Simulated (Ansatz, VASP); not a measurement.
**AgI: VASP beside Ansatz**

INCAR

```
SYSTEM = AgI
PREC     = Accurate       ! precision mode
ENCUT    = 500            ! plane-wave cutoff, eV
EDIFF    = 1E-6           ! SCF threshold, eV
ISMEAR   = -1             ! smearing method
SIGMA    = 0.02           ! smearing width, eV
LREAL    = .False.        ! projectors in reciprocal space
LASPH    = .True.         ! aspherical terms in the spheres
NELM     = 120            ! most SCF steps
ALGO     = Normal         ! electronic algorithm
ISIF     = 2              ! what is computed and relaxed
LWAVE    = .False.        ! write WAVECAR
LCHARG   = .False.        ! write CHGCAR
GGA      = PE             ! functional
NBANDS   = 26             ! bands
GGA_COMPAT= .False.
```

Contents of KPOINTS:

```
Automatic mesh
0
Gamma
  6 6 4
  0 0 0
```

File POSCAR:

```
AgI
1.0
    4.6508717364      0.0000000000      0.0000000000
   -2.3254358682      4.0277730735      0.0000000000
    0.0000000000      0.0000000000      7.7132860812
Ag I
2 2
Direct
    0.3333333333      0.6666666667      0.0020376146
    0.6666666667      0.3333333333      0.5020376146
    0.3333333333      0.6666666667      0.3729623854
    0.6666666667      0.3333333333      0.8729623854
```

Input for Ansatz:

```yaml
crystal:
  lattice:
    - [4.6508717364, 0.0, 0.0]
    - [-2.3254358682, 4.0277730735, 0.0]
    - [0.0, 0.0, 7.7132860812]
  atoms:
    - { symbol: Ag, position: [0.3333333333, 0.6666666667, 0.0020376146] }
    - { symbol: Ag, position: [0.6666666667, 0.3333333333, 0.5020376146] }
    - { symbol: I, position: [0.3333333333, 0.6666666667, 0.3729623854] }
    - { symbol: I, position: [0.6666666667, 0.3333333333, 0.8729623854] }
kpoints:
  mp_grid: { grid: [6, 6, 4] }
  band_path:
    path:
      - [0.0, 0.0, 0.0]
      - [0.5, 0.0, 0.0]
      - [0.3333333333, 0.3333333333, 0.0]
      - [0.0, 0.0, 0.5]
      - [0.5, 0.0, 0.5]
      - [0.3333333333, 0.3333333333, 0.5]
    npoints: 1
hamiltonian:
  xc: pbe
scf:
  occupations: { method: fermi_dirac, width: 0.02 }
  n_extra_bands: 5
output:
  forces: true
  stress: true
  eigenvalues: true
  write_density: true
  write_potential: true
  elf: true
  volumetric_format: npy
```

Change from the starting cell: uniaxial_z strain +1.5%.

Alike in both runs: task single point; functional PBE; k mesh 6 × 6 × 4; occupations fermi-dirac, width 0.02 eV; no spin polarisation.

|  | VASP | Ansatz |
| --- | --- | --- |
| version | VASP 6.6.1 | Ansatz 0.2.0 |
| potentials or method | VASP PAW PBE potentials, release 64 (Ag, I) | plane waves, PAW |
| plane-wave cutoff (eV) | 500 | 420 |
| valence electrons in the cell | 36 | 72 |

```csv
,VASP,Ansatz,Ansatz less VASP
gap on the k mesh at the Fermi level (eV),1.36,1.36,-0.002
pressure (GPa),0.1,0.2,+0.06
"traceless stress, the component that is largest in VASP (GPa)",-0.15,-0.15,+0.002
```

VASP's potentials hold 36 valence electrons a cell and Ansatz's 72, so a difference there can come from the potentials and not from the codes.

Spin-orbit coupling is off throughout.
